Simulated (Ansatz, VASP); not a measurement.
## Two plane-wave programs on Hf

```
Hf
1.0
     0.00000    3.37051    3.37051
     3.37051    0.00000    3.37051
     3.37051    3.37051    0.00000
Hf
2
Cartesian
  0.8426 0.8426 0.8426
  5.8984 5.8984 5.8984
```

Alike in both runs: task single point; functional RPBE; k mesh 9 × 9 × 9; occupations fermi-dirac, width 0.1 eV; no spin polarisation.

|  | VASP | Ansatz |
| --- | --- | --- |
| version | VASP 6.6.1 | Ansatz 0.2.0 |
| potentials or method | VASP PAW PBE potentials, release 64 (Hf_pv), cutoff 520 eV | plane waves (420 eV) with PAW, scalar-relativistic |
| valence electrons in the cell | 20 | 52 |

|  | VASP | Ansatz | Ansatz less VASP |
| --- | --- | --- | --- |
| pressure (GPa) | -1.3 | -1.1 | +0.20 |

VASP's potentials were made for PBE, not for RPBE. VASP's potentials hold 20 valence electrons a cell and Ansatz's 52, so a difference there can come from the potentials and not from the codes.

Neither program's run includes spin-orbit coupling.
